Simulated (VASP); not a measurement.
Here is a VASP 6.6.1 calculation.

The input POSCAR:

```
Si
1.0
    3.8013825479      0.0000000000      0.0000000000
   -1.9006912740      3.2920938560      0.0000000000
    0.0000000000      0.0000000000     12.4961503553
Si
8
Direct
    0.0000000000      0.0000000000      0.0005516776
    0.3333333333      0.6666666667      0.2496687367
    0.0000000000      0.0000000000      0.5005516776
    0.6666666667      0.3333333333      0.7496687367
    0.0000000000      0.0000000000      0.1869483224
    0.3333333333      0.6666666667      0.4378312633
    0.0000000000      0.0000000000      0.6869483224
    0.6666666667      0.3333333333      0.9378312633
```

Contents of INCAR.step1:

```
SYSTEM = Si
PREC     = Accurate       ! precision mode
ENCUT    = 520            ! plane-wave cutoff, eV
ISMEAR   = 0              ! smearing method
SIGMA    = 0.01           ! smearing width, eV
LREAL    = .FALSE.        ! projectors in reciprocal space
LASPH    = .TRUE.         ! aspherical terms in the spheres
NELM     = 100            ! most SCF steps
NBANDS   = 26             ! bands
GGA      = PE             ! functional
ALGO     = Normal         ! electronic algorithm
EDIFF    = 1E-4           ! SCF threshold, eV
LWAVE    = .TRUE.         ! write WAVECAR
LCHARG   = .FALSE.        ! write CHGCAR
```

Contents of INCAR.step2:

```
SYSTEM = Si
PREC     = Accurate       ! precision mode
ENCUT    = 520            ! plane-wave cutoff, eV
EDIFF    = 1E-6           ! SCF threshold, eV
ISMEAR   = 0              ! smearing method
SIGMA    = 0.01           ! smearing width, eV
LREAL    = .FALSE.        ! projectors in reciprocal space
LASPH    = .TRUE.         ! aspherical terms in the spheres
NELM     = 100            ! most SCF steps
ALGO     = Normal         ! electronic algorithm
ISIF     = 2              ! what is computed and relaxed
LWAVE    = .FALSE.        ! write WAVECAR
LCHARG   = .TRUE.         ! write CHGCAR
METAGGA  = R2SCAN         ! meta-GGA
LMIXTAU  = .TRUE.       
LELF     = .TRUE.         ! ELF
LVHAR    = .TRUE.       
NBANDS   = 26             ! bands
ISTART   = 1
```

KPOINTS

```
Automatic mesh
0
G
  6 6 2
  0 0 0
```

Potentials or basis: VASP PAW PBE potentials, release 64 (Si).

Launch:

```console
$ cat potpaw_PBE.64/Si/POTCAR > POTCAR
$ cp INCAR.step1 INCAR
$ mpirun -np 1 vasp_std > vasp.out
$ cp INCAR.step2 INCAR
$ mpirun -np 1 vasp_std > vasp.out
```

(1) Predict the pressure.

(2) Predict the largest force.

(3) What does it give for the band gap on the k mesh?

## Answers

(1) 2.9 GPa.

(2) 0.005 eV/Å.

(3) 0.72 eV (least direct gap 1.72 eV).

Caveat: the PAW data sets were made with another functional, which shifts forces and pressure a little.
